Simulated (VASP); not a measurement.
# Ir (Fm-3m) in VASP: notebook

Ir is run at these levels: r2SCAN; tasks: single point.

Everything below comes from runs of VASP 6.6.1. Logs are shortened: lines on timing, memory, paths and dates and some standing lists are left out, and cuts for length are marked.

## 1. The cell of the first run

The structure is cubic, space group Fm-3m (No. 225). The conventional cell has a = 3.831 Å, b = 3.831 Å, c = 3.831 Å, α = 90.00°, β = 90.00°, γ = 90.00°. Ir (site symmetry m-3m) has 12 Ir at 2.71 Å within 3.6 Å.

## 2. Single point, r2SCAN

The input, POSCAR:

```
Ir
1.0
    0.0000000000      1.9156000000      1.9156000000
    1.9156000000      0.0000000000      1.9156000000
    1.9156000000      1.9156000000      0.0000000000
Ir
1
Direct
    0.0000000000      0.0000000000      0.0000000000
```

The input, INCAR.step1:

```
SYSTEM = Ir
ALGO     = Normal         ! electronic algorithm
EDIFF    = 1E-5           ! SCF threshold, eV
ENCUT    = 550            ! plane-wave cutoff, eV
GGA      = PE             ! functional
GGA_COMPAT= .FALSE.      
ISMEAR   = -1             ! smearing method
LASPH    = .TRUE.         ! aspherical terms in the spheres
LCHARG   = .FALSE.        ! write CHGCAR
LREAL    = .FALSE.        ! projectors in reciprocal space
LWAVE    = .TRUE.         ! write WAVECAR
NBANDS   = 10             ! bands
NELM     = 120            ! most SCF steps
PREC     = Accurate       ! precision mode
SIGMA    = 0.15           ! smearing width, eV
```

The input, INCAR.step2:

```
SYSTEM = Ir
ALGO     = Normal         ! electronic algorithm
EDIFF    = 1E-6           ! SCF threshold, eV
ENCUT    = 550            ! plane-wave cutoff, eV
GGA_COMPAT= .FALSE.      
ISIF     = 2              ! what is computed and relaxed
ISMEAR   = -1             ! smearing method
ISTART   = 1            
LASPH    = .TRUE.         ! aspherical terms in the spheres
LCHARG   = .TRUE.         ! write CHGCAR
LELF     = .TRUE.         ! ELF
LMIXTAU  = .TRUE.       
LREAL    = .FALSE.        ! projectors in reciprocal space
LVHAR    = .TRUE.       
LWAVE    = .FALSE.        ! write WAVECAR
METAGGA  = R2SCAN         ! meta-GGA
NBANDS   = 10             ! bands
NELM     = 120            ! most SCF steps
PREC     = Accurate       ! precision mode
SIGMA    = 0.15           ! smearing width, eV
```

The input, KPOINTS:

```
k-points
0
G
  4 4 4
  0 0 0
```

Potentials or basis: VASP PAW PBE potentials, release 64 (Ir).

Launch:

```sh
$ cat potpaw_PBE.64/Ir/POTCAR > POTCAR
$ cp INCAR.step1 INCAR
$ mpirun -np 1 vasp_std > vasp.out
$ cp INCAR.step2 INCAR
$ mpirun -np 1 vasp_std > vasp.out
```

OUTCAR:

```text
SYSTEM = Ir
   EDIFF = 1E-6
   ENCUT = 550
   ISIF = 2
   ISMEAR = -1
   ISTART = 1
   LASPH = .TRUE.
   LREAL = .FALSE.
   METAGGA = R2SCAN
   NELM = 120
   PREC = Accurate

 ion  position               nearest neighbor table
   1  0.000  0.000  0.000-

  LATTYP: Found a face centered cubic cell.
 ALAT       =     3.8312000000

  Lattice vectors:

 A1 = (   0.0000000000,   1.9156000000,   1.9156000000)
 A2 = (   1.9156000000,   0.0000000000,   1.9156000000)
 A3 = (   1.9156000000,   1.9156000000,   0.0000000000)

Analysis of symmetry for initial positions (statically):
=====================================================================
 Subroutine PRICEL returns:
 Original cell was already a primitive cell.

 Routine SETGRP: Setting up the symmetry group for a
 face centered cubic supercell.

 Subroutine GETGRP returns: Found 48 space group operations
 (whereof 48 operations were pure point group operations)
 out of a pool of 48 trial point group operations.

The static configuration has the point symmetry O_h .

Analysis of symmetry for dynamics (positions and initial velocities):
=====================================================================
 Subroutine PRICEL returns:
 Original cell was already a primitive cell.

 Routine SETGRP: Setting up the symmetry group for a
 face centered cubic supercell.

 Subroutine GETGRP returns: Found 48 space group operations
 (whereof 48 operations were pure point group operations)
 out of a pool of 48 trial point group operations.

The dynamic configuration has the point symmetry O_h .

 Subroutine INISYM returns: Found 48 space group operations
 (whereof 48 operations are pure point group operations),
 and found     1 'primitive' translations

----------------------------------------------------------------------------------------

                                     Primitive cell

  volume of cell :      14.0587

  direct lattice vectors                    reciprocal lattice vectors
     0.000000000  1.915600000  1.915600000    -0.261014826  0.261014826  0.261014826
     1.915600000  0.000000000  1.915600000     0.261014826 -0.261014826  0.261014826
     1.915600000  1.915600000  0.000000000     0.261014826  0.261014826 -0.261014826

  length of vectors
     2.709067500  2.709067500  2.709067500     0.452090940  0.452090940  0.452090940

  position of ions in fractional coordinates (direct lattice)
     0.000000000  0.000000000  0.000000000

  ion indices of the primitive-cell ions
   primitive index   ion index
                 1           1

----------------------------------------------------------------------------------------

 KPOINTS: k-points

Automatic generation of k-mesh.
 Grid dimensions read from file:
 generate k-points for:    4    4    4

 Generating k-lattice:

  Cartesian coordinates                     Fractional coordinates (reciprocal lattice)
    -0.065253706  0.065253706  0.065253706     0.250000000  0.000000000  0.000000000
     0.065253706 -0.065253706  0.065253706     0.000000000  0.250000000  0.000000000
     0.065253706  0.065253706 -0.065253706     0.000000000  0.000000000  0.250000000

  Length of vectors
     0.113022735  0.113022735  0.113022735

  Shift w.r.t. Gamma in fractional coordinates (k-lattice)
     0.000000000  0.000000000  0.000000000

 Subroutine IBZKPT returns following result:
 ===========================================

 Found      8 irreducible k-points:

 Following reciprocal coordinates:
            Coordinates               Weight
  0.000000  0.000000  0.000000      1.000000
  0.250000  0.000000  0.000000      8.000000
  0.500000  0.000000  0.000000      4.000000
  0.250000  0.250000  0.000000      6.000000
  0.500000  0.250000  0.000000     24.000000
 -0.250000  0.250000  0.000000     12.000000
  0.500000  0.500000  0.000000      3.000000
 -0.250000  0.500000  0.250000      6.000000
   k-points           NKPTS =      8   k-points in BZ     NKDIM =      8   number of bands    NBANDS=     10
   number of dos      NEDOS =    301   number of ions     NIONS =      1
   total plane-waves  NPLWV =  13824
   dimension x,y,z NGX =    24 NGY =   24 NGZ =   24
   dimension x,y,z NGXF=    48 NGYF=   48 NGZF=   48
   ions per type =               1
   NGX,Y,Z   is equivalent  to a cutoff of  14.73, 14.73, 14.73 a.u.
   NGXF,Y,Z  is equivalent  to a cutoff of  29.46, 29.46, 29.46 a.u.
 SYSTEM =  Ir
   PREC   = accura    normal or accurate (medium, high low for compatibility)
   ISTART =      1    job   : 0-new  1-cont  2-samecut
   ICHARG =      0    charge: 1-file 2-atom 10-const
   ISPIN  =      1    spin polarized calculation?
   LNONCOLLINEAR =      F non collinear calculations
   LSORBIT =      F    spin-orbit coupling
   LASPH  =      T    aspherical Exc in radial PAW
   ENCUT  =  550.0 eV  40.42 Ry    6.36 a.u.   5.18  5.18  5.18*2*pi/ulx,y,z
   NELM   =    120;   NELMIN=  2; NELMDL=  0     # of ELM steps
   EDIFF  = 0.1E-05   stopping-criterion for ELM
   LREAL  =      F    real-space projection
   EDIFFG = 0.1E-04   stopping-criterion for IOM
   NSW    =      0    number of steps for IOM
   IBRION =     -1    ionic relax: 0-MD 1-quasi-New 2-CG
   NFREE  =      0    steps in history (QN), initial steepest desc. (CG)
   ISIF   =      2    stress and relaxation
   ISYM   =      2    0-nonsym 1-usesym 2-fastsym
   POTIM  = 0.5000    time-step for ionic-motion
   TEBEG  =    0.0;   TEEND  =   0.0 temperature during run
   PSTRESS=    0.0 pullay stress
   NELECT =       9.0000    total number of electrons
   NUPDOWN=      -1.0000    fix difference up-down
   EMIN   =  10.00;   EMAX   =-10.00  energy-range for DOS
   EFERMI =   0.00;   METHOD = LEGACY
   ISMEAR =    -1;   SIGMA  =   0.15  broadening in eV -4-tet -1-fermi 0-gaus
   EFERMI_NEDOS =   21; number of points for ismear=-14 and -15
   IALGO  =     38    algorithm
   IMIX   =      4    mixing-type and parameters
     AMIX     =   0.40;   BMIX     =  1.00
     AMIX_MAG =   1.60;   BMIX_MAG =  1.00
  volume/ion in A,a.u.               =      14.06        94.87
  Fermi-wavevector in a.u.,A,eV,Ry     =   1.410937  2.666284 27.085691  1.990742
  Thomas-Fermi vector in A             =   2.532839
   LORBIT       =      0    0 simple, 1 ext, 2 COOP (PROOUT), +10 PAW based schemes
   METAGGA = R2SCAN    functional components
   LHFCALC =     F    Hartree Fock is set to
   AEXX    =    0.0000 exact exchange contribution
   IVDW    =     0    specifies the selected vdW correction
   LEPSILON=     F    determine dielectric tensor
   LRPA    =     F    only Hartree local field effects (RPA)
 non-spin polarized calculation
  energy-cutoff  :      550.00
  volume of cell :       14.06
 maximum number of plane-waves:       415
 NGX is ok and might be reduce to    24
   NGX = 11   NGY = 11   NGZ = 11

 number of electron       9.0000000 magnetization

 Free energy of the ion-electron system (eV)
  ---------------------------------------------------
  ext. energy  EPLUGINS =         0.00000000
  ---------------------------------------------------
  free energy    TOTEN  =       -52.88794286 eV

  energy without entropy =      -52.85954702  energy(sigma->0) =      -52.87374494

 E-fermi :   9.9192     XC(G=0): -15.3743

 val. band max:        9.5557945309   @ k =   0.5000   0.0000   0.0000
 cond. band min:       9.9740020096   @ k =   0.2500   0.2500   0.0000
 fundamental gap:      0.4182074786
 Fermi energy:         9.9191636043

 k-point     1 :       0.0000    0.0000    0.0000
  band No.  band energies     occupation
      1      -1.3184      2.00000
      2       6.2141      2.00000
      3       6.2141      2.00000
      4       6.2141      2.00000
      5       8.9739      1.99634
      6       8.9739      1.99634
      7      25.4348      0.00000
      8      31.2872      0.00000
      9      31.2872      0.00000
     10      31.2872      0.00000

 k-point     2 :       0.2500    0.0000    0.0000
  band No.  band energies     occupation
      1       0.9910      2.00000
      2       5.6909      2.00000
      3       6.6631      2.00000
      4       6.6631      2.00000
      5       9.1874      1.98490
      6       9.1874      1.98490
      7      24.9108      0.00000
      8      27.9338      0.00000
      9      35.1899      0.00000
     10      35.1899      0.00000

 k-point     3 :       0.5000    0.0000    0.0000
  band No.  band energies     occupation
      1       1.7938      2.00000
      2       6.0718      2.00000
      3       6.0718      2.00000
      4       9.5558      1.83705
      5      11.2071      0.00037
      6      11.2071      0.00037
      7      17.9962      0.00000
      8      25.0130      0.00000
      9      31.1494      0.00000
     10      31.1494      0.00000

 k-point     4 :       0.2500    0.2500    0.0000
  band No.  band energies     occupation
      1       1.7967      2.00000
      2       4.1364      2.00000
      3       7.0674      2.00000
      4       8.3237      1.99995
      5       8.3237      1.99995
      6       9.9740      0.81921
      7      29.2301      0.00000
      8      29.3472      0.00000
      9      29.3472      0.00000
     10      30.8450      0.00000

 k-point     5 :       0.5000    0.2500    0.0000
  band No.  band energies     occupation
      1       3.0505      2.00000
      2       4.4405      2.00000
      3       6.4314      2.00000
      4       8.1899      1.99998
      5      11.3833      0.00012
      6      14.3846      0.00000
      7      19.0024      0.00000
      8      26.2598      0.00000
      9      27.6066      0.00000
     10      31.0506      0.00000

 k-point     6 :      -0.2500    0.2500    0.0000
  band No.  band energies     occupation
      1       3.6580      2.00000
      2       5.0736      2.00000
      3       5.4970      2.00000
      4       7.6843      2.00000
      5       8.8618      1.99826
      6      13.3048      0.00000
      7      22.6277      0.00000
      8      25.3484      0.00000
      9      29.2746      0.00000
     10      34.1908      0.00000

 k-point     7 :       0.5000    0.5000    0.0000
  band No.  band energies     occupation
      1       1.9822      2.00000
      2       2.5735      2.00000
      3      11.1274      0.00063
      4      11.8403      0.00001
      5      11.8403      0.00001
      6      12.0840      0.00000
      7      21.4287      0.00000
      8      22.6380      0.00000
      9      22.6380      0.00000
     10      32.7164      0.00000

 k-point     8 :      -0.2500    0.5000    0.2500
  band No.  band energies     occupation
      1       3.7120      2.00000
      2       5.1718      2.00000
      3       5.1718      2.00000
      4       8.3674      1.99994
      5      11.8460      0.00001
      6      19.0390      0.00000
      7      19.8160      0.00000
      8      19.8160      0.00000
      9      24.2414      0.00000
     10      37.0777      0.00000

------------------------ aborting loop because EDIFF is reached ----------------------------------------

  FORCE on cell =-STRESS in cart. coord.  units (eV):
  Direction    XX          YY          ZZ          XY          YZ          ZX
  --------------------------------------------------------------------------------------
  -------------------------------------------------------------------------------------
  Total       -0.3100028     -0.3100028     -0.3100028     -0.0000000      0.0000000     -0.0000000
  in kB      -35.3290360    -35.3290360    -35.3290360     -0.0000000      0.0000000     -0.0000000
  external PRESSURE =     -35.3290360 kB  Pullay stress =       0.0000000 kB

 VOLUME and BASIS-vectors are now :
 -----------------------------------------------------------------------------
  energy-cutoff  :      550.00
  volume of cell :       14.06
      direct lattice vectors                 reciprocal lattice vectors
     0.000000000  1.915600000  1.915600000    -0.261014826  0.261014826  0.261014826
     1.915600000  0.000000000  1.915600000     0.261014826 -0.261014826  0.261014826
     1.915600000  1.915600000  0.000000000     0.261014826  0.261014826 -0.261014826

 POSITION                                       TOTAL-FORCE (eV/Angst)
 -----------------------------------------------------------------------------------
      0.00000      0.00000      0.00000        -0.000000      0.000000     -0.000000
 -----------------------------------------------------------------------------------
    total drift:                               -0.000000      0.000000     -0.000000

  FREE ENERGIE OF THE ION-ELECTRON SYSTEM (eV)
  ---------------------------------------------------
  free  energy   TOTEN  =       -52.8879428610 eV

  energy  without entropy=      -52.8595470206  energy(sigma->0) =      -52.87374494
```

Run time: 29 s. Hardware: 1 thread of Intel Xeon 8259CL, shared host; peak memory 0.15 GiB.

Results:

- Free energy: -52.8879 eV
- Pressure: -3.5 GPa

Caveat: the k points lie up to 0.71 Å⁻¹ apart; the PAW data sets were made with another functional, which shifts forces and pressure a little; spin-orbit coupling is left out, which moves the levels of the heavy elements.

## 3. Single point, r2SCAN

POSCAR is that of step 2.

The input, INCAR.step1:

```
PREC = Accurate ; ENCUT = 550
ISMEAR = -1 ; SIGMA = 0.15
LREAL = False ; LASPH = True
NELM = 120 ; NBANDS = 10
GGA = PE ; ALGO = Normal
EDIFF = 1E-5 ; LWAVE = True
LCHARG = False ; GGA_COMPAT = False
```

The input, INCAR.step2:

```
PREC = Accurate ; ENCUT = 550
EDIFF = 1E-6 ; ISMEAR = -1
SIGMA = 0.15 ; LREAL = False
LASPH = True ; NELM = 120
ALGO = Normal ; ISIF = 2
LWAVE = False ; LCHARG = False
METAGGA = R2SCAN ; LMIXTAU = True
NBANDS = 10 ; ISTART = 1
GGA_COMPAT = False
```

The input, KPOINTS:

```
Automatic mesh
0
Gamma
  5 5 5
```

Potentials or basis: VASP PAW PBE potentials, release 64 (Ir).

Launch:

```sh
$ cat potpaw_PBE.64/Ir/POTCAR > POTCAR
$ cp INCAR.step1 INCAR
$ mpirun -np 1 vasp_std > vasp.out
$ cp INCAR.step2 INCAR
$ mpirun -np 1 vasp_std > vasp.out
```

OUTCAR:

```text
PREC = Accurate
   ENCUT = 550
   EDIFF = 1E-6
   ISMEAR = -1
   LREAL = False
   LASPH = True
   NELM = 120
   ISIF = 2
   METAGGA = R2SCAN
   ISTART = 1

 ion  position               nearest neighbor table
   1  0.000  0.000  0.000-

  LATTYP: Found a face centered cubic cell.
 ALAT       =     3.8312000000

  Lattice vectors:

 A1 = (   0.0000000000,   1.9156000000,   1.9156000000)
 A2 = (   1.9156000000,   0.0000000000,   1.9156000000)
[... 291 lines left out ...]
      7      21.0380      0.00000
      8      22.3367      0.00000
      9      26.1087      0.00000
     10      35.2027      0.00000

------------------------ aborting loop because EDIFF is reached ----------------------------------------

  FORCE on cell =-STRESS in cart. coord.  units (eV):
  Direction    XX          YY          ZZ          XY          YZ          ZX
  --------------------------------------------------------------------------------------
  -------------------------------------------------------------------------------------
  Total        1.0683752      1.0683752      1.0683752      0.0000000      0.0000000      0.0000000
  in kB      121.7558705    121.7558705    121.7558705      0.0000000      0.0000000      0.0000000
  external PRESSURE =     121.7558705 kB  Pullay stress =       0.0000000 kB

 VOLUME and BASIS-vectors are now :
 -----------------------------------------------------------------------------
  energy-cutoff  :      550.00
  volume of cell :       14.06
      direct lattice vectors                 reciprocal lattice vectors
     0.000000000  1.915600000  1.915600000    -0.261014826  0.261014826  0.261014826
     1.915600000  0.000000000  1.915600000     0.261014826 -0.261014826  0.261014826
     1.915600000  1.915600000  0.000000000     0.261014826  0.261014826 -0.261014826

 POSITION                                       TOTAL-FORCE (eV/Angst)
 -----------------------------------------------------------------------------------
      0.00000      0.00000      0.00000         0.000000      0.000000      0.000000
 -----------------------------------------------------------------------------------
    total drift:                               -0.000000      0.000000     -0.000000

  FREE ENERGIE OF THE ION-ELECTRON SYSTEM (eV)
  ---------------------------------------------------
  free  energy   TOTEN  =       -52.1771558766 eV

  energy  without entropy=      -52.0512091430  energy(sigma->0) =      -52.11418251
```

OUTCAR.step1:

```text
PREC = Accurate
   ENCUT = 550
   ISMEAR = -1
   LREAL = False
   LASPH = True
   NELM = 120
[... 328 lines left out ...]
 POSITION                                       TOTAL-FORCE (eV/Angst)
 -----------------------------------------------------------------------------------
      0.00000      0.00000      0.00000        -0.000000      0.000000      0.000000
 -----------------------------------------------------------------------------------
    total drift:                               -0.000000      0.000000      0.000000

  FREE ENERGIE OF THE ION-ELECTRON SYSTEM (eV)
  ---------------------------------------------------
  free  energy   TOTEN  =        -8.6539044420 eV

  energy  without entropy=       -8.5241275415  energy(sigma->0) =       -8.58901599
```

OSZICAR.step1:

```text
N       E                     dE             d eps       ncg     rms          rms(c)
DAV:   1     0.548566513093E+02    0.54857E+02   -0.45888E+03   200   0.861E+02
DAV:   2    -0.824006655311E+01   -0.63097E+02   -0.60894E+02   204   0.207E+02
DAV:   3    -0.919245768556E+01   -0.95239E+00   -0.94775E+00   232   0.318E+01
DAV:   4    -0.920109415064E+01   -0.86365E-02   -0.86349E-02   222   0.278E+00
DAV:   5    -0.920127063246E+01   -0.17648E-03   -0.17648E-03   232   0.393E-01    0.165E+01
DAV:   6    -0.875105495009E+01    0.45022E+00   -0.73686E-01   218   0.106E+01    0.713E+00
DAV:   7    -0.866008260860E+01    0.90972E-01   -0.27242E-01   258   0.594E+00    0.159E+00
DAV:   8    -0.865439878737E+01    0.56838E-02   -0.27895E-03   226   0.693E-01    0.367E-01
DAV:   9    -0.865389671917E+01    0.50207E-03   -0.73354E-04   246   0.373E-01    0.271E-02
DAV:  10    -0.865390444203E+01   -0.77229E-05   -0.46038E-06   134   0.206E-02
   1 F= -.86539044E+01 E0= -.85890160E+01  d E =-.129777E+00
```

It took 30 s on 1 thread of Intel Xeon 8259CL, shared host; peak memory 0.14 GiB.

Results:

```
Free energy : -52.1772 eV
Pressure    : 12.2 GPa
```

Caveat: the k points lie up to 0.57 Å⁻¹ apart; the PAW data sets were made with another functional, which shifts forces and pressure a little; spin-orbit coupling is left out, which moves the levels of the heavy elements.
